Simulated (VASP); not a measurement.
## Si2W: single point with PBEsol

The system is Si2W.

```
Si W
1.0
     3.25054    0.00000    0.00000
     0.00000    3.25054    0.00000
     0.00000    0.00000    7.74539
Si W
4 2
Direct
  0.00000 0.00000 0.33450
  0.50000 0.50000 0.16550
  0.50000 0.50000 0.83450
  0.00000 0.00000 0.66550
  0.00000 0.00000 0.00000
  0.50000 0.50000 0.50000
```

This cell differs from its parent crystal: biaxial strain in the a-b plane: +1.5 %.

```yaml
Program: VASP 6.6.1
Task: single point
Functional: PBEsol
Potentials_or_basis: VASP PAW PBE potentials, release 64 (Si, W_sv)
Cutoff: 520 eV
k_mesh: 12 × 12 × 6
Occupations: gaussian, width 0.1 eV
Spin: no spin polarisation
```

The pressure is -3.8 GPa. The largest force is 0.042 eV/Å and the band gap on the k mesh is zero (bands 22 and 23 overlap by 1.13 eV).

Forces on the atoms (eV/Å):
```
Si   0.000  0.000  0.042
Si   0.000  0.000 -0.042
Si   0.000  0.000  0.042
Si   0.000  0.000 -0.042
W    0.000  0.000  0.000
W    0.000  0.000  0.000
```

Stress tensor (GPa, compression positive):
```
-6.90  0.00  0.00
 0.00 -6.90  0.00
 0.00  0.00  2.48
```

Levels at points of the mesh, in eV from the Fermi level:
| k point | band 20 | band 21 | band 22 | band 23 | band 24 | band 25 |
| --- | --- | --- | --- | --- | --- | --- |
| (0.00, 0.00, 0.00) | -0.97 | -0.46 | -0.46 | 0.49 | 0.68 | 2.57 |
| (0.50, 0.00, 0.00) | -2.36 | -0.77 | -0.77 | 2.14 | 2.14 | 2.84 |
| (0.50, 0.50, 0.00) | -3.05 | -1.76 | -1.76 | 2.79 | 2.79 | 2.96 |
| (0.00, 0.00, 0.50) | -2.25 | 0.58 | 0.58 | 1.50 | 1.50 | 1.50 |
| (0.50, 0.00, 0.50) | -2.68 | -0.48 | -0.48 | 2.51 | 2.51 | 2.66 |
| (0.50, 0.50, 0.50) | -2.33 | -2.33 | -2.33 | 0.19 | 0.19 | 2.79 |

Run time: 2.2 min on 1 thread of Intel(R) Xeon(R) Platinum 8488C (Sapphire Rapids) (shared host), peak memory 0.34 GiB.

Caveat: the cell differs from its parent crystal (biaxial strain in the a-b plane: +1.5 %); the stress differs along the axes, from -7 to 2 GPa; the PAW data sets were made with another functional, which shifts forces and pressure a little; spin-orbit coupling is left out, which moves the levels of the heavy elements.
